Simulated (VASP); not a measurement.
# C (Fd-3m) in VASP: a series of runs

Runs on C. Level: PBE. Tasks: single point.

All numbers are computed with VASP 6.6.1; they aren't measurements. Logs are shortened: lines on timing, memory, paths and dates and some standing lists are left out, and cuts for length are marked.

## Step 1: The cell of the first run

It takes space group Fd-3m (No. 227, cubic). The conventional cell has a = 3.567 Å, b = 3.567 Å, c = 3.567 Å, α = 90.00°, β = 90.00°, γ = 90.00°. C (site symmetry -43m) has 4 C at 1.54 Å within 2.1 Å.

## Step 2: Single point, PBE

File INCAR:

```
SYSTEM = C
PREC = Accurate
ENCUT = 520
EDIFF = 1E-6
ISMEAR = 0
SIGMA = 0.01
LREAL = .False.
LASPH = .True.
NELM = 60
ALGO = Normal
ISIF = 2
LWAVE = .False.
LCHARG = .False.
GGA = PE
NBANDS = 11
```

File KPOINTS:

```
regular mesh
0
Gamma
  6 6 6
  0 0 0
```

File POSCAR:

```
C
1.0
    0.0000000000      1.7833700000      1.7833700000
    1.7833700000      0.0000000000      1.7833700000
    1.7833700000      1.7833700000      0.0000000000
C
2
Direct
    0.0000000000      0.0000000000      0.0000000000
    0.2500000000      0.2500000000      0.2500000000
```

Potentials or basis: VASP PAW PBE potentials, release 64 (C).

Started as:

```sh
> cat potpaw_PBE.64/C/POTCAR > POTCAR
> mpirun -np 1 vasp_std > vasp.out
```

OUTCAR:

```text
SYSTEM = C
   PREC = Accurate
   ENCUT = 520
   EDIFF = 1E-6
   ISMEAR = 0
   LREAL = .False.
   LASPH = .True.
   NELM = 60
   ISIF = 2
   GGA = PE

 ion  position               nearest neighbor table
   1  0.000  0.000  0.000-   2 1.54   2 1.54   2 1.54   2 1.54
   2  0.250  0.250  0.250-   1 1.54   1 1.54   1 1.54   1 1.54

  LATTYP: Found a face centered cubic cell.
 ALAT       =     3.5667400000

  Lattice vectors:

 A1 = (   0.0000000000,   1.7833700000,   1.7833700000)
 A2 = (   1.7833700000,   0.0000000000,   1.7833700000)
 A3 = (   1.7833700000,   1.7833700000,   0.0000000000)

Analysis of symmetry for initial positions (statically):
=====================================================================
 Subroutine PRICEL returns:
 Original cell was already a primitive cell.

 Routine SETGRP: Setting up the symmetry group for a
 face centered cubic supercell.

 Subroutine GETGRP returns: Found 48 space group operations
 (whereof 24 operations were pure point group operations)
 out of a pool of 48 trial point group operations.

The static configuration has the point symmetry T_d .
 The point group associated with its full space group is O_h .

Analysis of symmetry for dynamics (positions and initial velocities):
=====================================================================
 Subroutine PRICEL returns:
 Original cell was already a primitive cell.

 Routine SETGRP: Setting up the symmetry group for a
 face centered cubic supercell.

 Subroutine GETGRP returns: Found 48 space group operations
 (whereof 24 operations were pure point group operations)
 out of a pool of 48 trial point group operations.

The dynamic configuration has the point symmetry T_d .
 The point group associated with its full space group is O_h .

 Subroutine INISYM returns: Found 48 space group operations
 (whereof 24 operations are pure point group operations),
 and found     1 'primitive' translations

----------------------------------------------------------------------------------------

                                     Primitive cell

  volume of cell :      11.3437

  direct lattice vectors                    reciprocal lattice vectors
     0.000000000  1.783370000  1.783370000    -0.280368067  0.280368067  0.280368067
     1.783370000  0.000000000  1.783370000     0.280368067 -0.280368067  0.280368067
     1.783370000  1.783370000  0.000000000     0.280368067  0.280368067 -0.280368067

  length of vectors
[... 79 lines left out ...]
   ISIF   =      2    stress and relaxation
   ISYM   =      2    0-nonsym 1-usesym 2-fastsym
   POTIM  = 0.5000    time-step for ionic-motion
   TEBEG  =    0.0;   TEEND  =   0.0 temperature during run
   PSTRESS=    0.0 pullay stress
   NELECT =       8.0000    total number of electrons
   NUPDOWN=      -1.0000    fix difference up-down
   EMIN   =  10.00;   EMAX   =-10.00  energy-range for DOS
   EFERMI =   0.00;   METHOD = LEGACY
   ISMEAR =     0;   SIGMA  =   0.01  broadening in eV -4-tet -1-fermi 0-gaus
   EFERMI_NEDOS =   21; number of points for ismear=-14 and -15
   IALGO  =     38    algorithm
   IMIX   =      4    mixing-type and parameters
     AMIX     =   0.40;   BMIX     =  1.00
     AMIX_MAG =   1.60;   BMIX_MAG =  1.00
  volume/ion in A,a.u.               =       5.67        38.28
  Fermi-wavevector in a.u.,A,eV,Ry     =   1.457203  2.753714 28.891161  2.123440
  Thomas-Fermi vector in A             =   2.574032
   LORBIT       =      0    0 simple, 1 ext, 2 COOP (PROOUT), +10 PAW based schemes
   GGA     = PE    functional components
   LHFCALC =     F    Hartree Fock is set to
   AEXX    =    0.0000 exact exchange contribution
   IVDW    =     0    specifies the selected vdW correction
   LEPSILON=     F    determine dielectric tensor
   LRPA    =     F    only Hartree local field effects (RPA)
 non-spin polarized calculation
 Gauss-broadening in eV      SIGMA  =   0.01
  energy-cutoff  :      520.00
  volume of cell :       11.34
 maximum number of plane-waves:       310
   NGX =  9   NGY =  9   NGZ =  9

 number of electron       7.9999999 magnetization

 Free energy of the ion-electron system (eV)
  ---------------------------------------------------
  ext. energy  EPLUGINS =         0.00000000
  ---------------------------------------------------
  free energy    TOTEN  =       -18.17589050 eV

  energy without entropy =      -18.17589050  energy(sigma->0) =      -18.17589050

 E-fermi :   9.8950     XC(G=0): -13.2494

 val. band max:        9.7336048213   @ k =   0.0000   0.0000   0.0000
 cond. band min:      13.8852101028   @ k =   0.3333   0.3333   0.0000
 fundamental gap:      4.1516052815
 Fermi energy:         9.8949800325

 k-point     1 :       0.0000    0.0000    0.0000
  band No.  band energies     occupation
      1     -11.7451      2.00000
      2       9.7336      2.00000
      3       9.7336      2.00000
      4       9.7336      2.00000
      5      15.3225      0.00000
      6      15.3225      0.00000
      7      15.3225      0.00000
      8      23.0656      0.00000
      9      29.0263      0.00000
     10      36.2654      0.00000
     11      36.2654      0.00000
[... 197 lines left out ...]
 k-point    16 :      -0.3333    0.5000    0.1667
  band No.  band energies     occupation
      1      -2.4868      2.00000
      2      -2.4868      2.00000
      3       1.9229      2.00000
      4       1.9229      2.00000
      5      17.9533      0.00000
      6      17.9533      0.00000
      7      24.2442      0.00000
      8      24.2442      0.00000
      9      31.4261      0.00000
     10      31.4261      0.00000
     11      40.4098      0.00000

------------------------ aborting loop because EDIFF is reached ----------------------------------------

  FORCE on cell =-STRESS in cart. coord.  units (eV):
  Direction    XX          YY          ZZ          XY          YZ          ZX
  --------------------------------------------------------------------------------------
  -------------------------------------------------------------------------------------
  Total        0.1786430      0.1786430      0.1786430      0.0000000     -0.0000000      0.0000000
  in kB       25.2314487     25.2314487     25.2314487      0.0000000     -0.0000000      0.0000000
  external PRESSURE =      25.2314487 kB  Pullay stress =       0.0000000 kB

 VOLUME and BASIS-vectors are now :
 -----------------------------------------------------------------------------
  energy-cutoff  :      520.00
  volume of cell :       11.34
      direct lattice vectors                 reciprocal lattice vectors
     0.000000000  1.783370000  1.783370000    -0.280368067  0.280368067  0.280368067
     1.783370000  0.000000000  1.783370000     0.280368067 -0.280368067  0.280368067
     1.783370000  1.783370000  0.000000000     0.280368067  0.280368067 -0.280368067

 POSITION                                       TOTAL-FORCE (eV/Angst)
 -----------------------------------------------------------------------------------
      0.00000      0.00000      0.00000         0.000000      0.000000      0.000000
      0.89168      0.89168      0.89168        -0.000000     -0.000000     -0.000000
 -----------------------------------------------------------------------------------
    total drift:                                0.000000      0.000000      0.000000

  FREE ENERGIE OF THE ION-ELECTRON SYSTEM (eV)
  ---------------------------------------------------
  free  energy   TOTEN  =       -18.1758904962 eV

  energy  without entropy=      -18.1758904962  energy(sigma->0) =      -18.17589050
```

OSZICAR:

```text
N       E                     dE             d eps       ncg     rms          rms(c)
DAV:   1     0.127251144743E+01    0.12725E+01   -0.48211E+03   352   0.712E+02
DAV:   2    -0.182834409108E+02   -0.19556E+02   -0.18927E+02   444   0.126E+02
DAV:   3    -0.188161663495E+02   -0.53273E+00   -0.53079E+00   414   0.156E+01
DAV:   4    -0.188172549588E+02   -0.10886E-02   -0.10886E-02   382   0.874E-01
DAV:   5    -0.188172561367E+02   -0.11779E-05   -0.11779E-05   406   0.296E-02    0.556E+00
DAV:   6    -0.183361250830E+02    0.48113E+00   -0.25055E-01   358   0.353E+00    0.333E+00
DAV:   7    -0.181740009125E+02    0.16212E+00   -0.30727E-01   370   0.395E+00    0.757E-01
DAV:   8    -0.181758279853E+02   -0.18271E-02   -0.85040E-03   361   0.686E-01    0.441E-02
DAV:   9    -0.181758702994E+02   -0.42314E-04   -0.65336E-05   410   0.650E-02    0.244E-02
DAV:  10    -0.181758904031E+02   -0.20104E-04   -0.15208E-05   361   0.341E-02    0.533E-03
DAV:  11    -0.181758904962E+02   -0.93169E-07   -0.26792E-07   327   0.469E-03
   1 F= -.18175890E+02 E0= -.18175890E+02  d E =-.623062-117
```

stdout:

```text
POSCAR found type information on POSCAR C
 POSCAR found :  1 types and       2 ions
 scaLAPACK will be used
 LDA part: xc-table for (Slater+PW92), standard interpolation
 POSCAR, INCAR and KPOINTS ok, starting setup
 FFT: planning ... GRIDC
 FFT: planning ... GRID_SOFT
 FFT: planning ... GRID
 WAVECAR not read
 entering main loop
```

It took 5.8 s on 1 thread of Intel Xeon 8259CL, shared host; peak memory 0.12 GiB.

What came out:

```
Free energy            : -18.1759 eV
Pressure               : 2.5 GPa
Band gap on the k mesh : 4.15 eV, indirect (least direct gap 5.59 eV)
```

Caveat: the k points lie up to 0.51 Å⁻¹ apart.

## Step 3: Single point, PBE

File INCAR:

```
  ALGO = Normal
  EDIFF = 1E-6
  ENCUT = 520
  GGA = PE
  ISIF = 2
  ISMEAR = 0
  LASPH = T
  LCHARG = F
  LREAL = F
  LWAVE = F
  NBANDS = 11
  NELM = 80
  PREC = Accurate
  SIGMA = 0.01
```

File KPOINTS:

```
k-points
0
Gamma
  14 14 14
```

POSCAR is that of step 2.

Potentials or basis: VASP PAW PBE potentials, release 64 (C).

Started as:

```sh
> cat potpaw_PBE.64/C/POTCAR > POTCAR
> mpirun -np 1 vasp_std > vasp.out
```

It took 20 s on 1 thread of Intel Xeon 8259CL, shared host; peak memory 0.12 GiB.

The run converged. Its results:

```yaml
Free_energy: -18.1853 eV
Pressure: 2.5 GPa
Band_gap_on_the_k_mesh: 4.13 eV, indirect (least direct gap 5.59 eV)
```

Levels at points of the mesh, in eV from the valence-band top:
| k point | band 1 | band 2 | band 3 | band 4 | band 5 | band 6 | band 7 | band 8 | band 9 |
| --- | --- | --- | --- | --- | --- | --- | --- | --- | --- |
| (0.00, 0.00, 0.00) | -21.48 | 0.00 | 0.00 | 0.00 | 5.59 | 5.59 | 5.59 | 13.33 | 19.29 |
| (0.50, 0.00, 0.00) | -15.70 | -13.37 | -2.80 | -2.80 | 8.46 | 8.46 | 8.85 | 15.70 | 21.90 |
| (0.50, 0.50, 0.00) | -12.76 | -12.76 | -6.30 | -6.30 | 4.76 | 4.76 | 16.81 | 16.81 | 23.24 |

A k mesh can miss the band edges.
